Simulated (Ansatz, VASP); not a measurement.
# One calculation of Ta, two programs

```
CELL_PARAMETERS angstrom
-1.61825 1.65128 1.65128
1.65128 -1.61825 1.65128
1.65128 1.65128 -1.61825
ATOMIC_POSITIONS crystal
Ta 0.00000 0.00000 0.00000
```

Change from the starting cell: equal xy, yz and zx shear strains of +2 %.

Alike in both runs: task single point; functional PBEsol; k mesh 17 × 17 × 17; occupations fermi-dirac, width 0.08 eV; no spin polarisation.

|  | VASP | Ansatz |
| --- | --- | --- |
| version | VASP 6.6.1 | Ansatz 0.2.0 |
| potentials or method | VASP PAW PBE potentials, release 64 (Ta_pv), cutoff 520 eV | all-electron LAPW, scalar-relativistic |

```tsv
	VASP	Ansatz	Ansatz less VASP
pressure (GPa)	-3.5	-3.7	-0.24
traceless stress, the component that is largest in VASP (GPa)	-1.53	-1.51	+0.019
```

VASP's potentials were made for PBE, not for PBEsol. Ansatz ran all-electron here, and VASP with PAW potentials.

Neither program's run includes spin-orbit coupling.
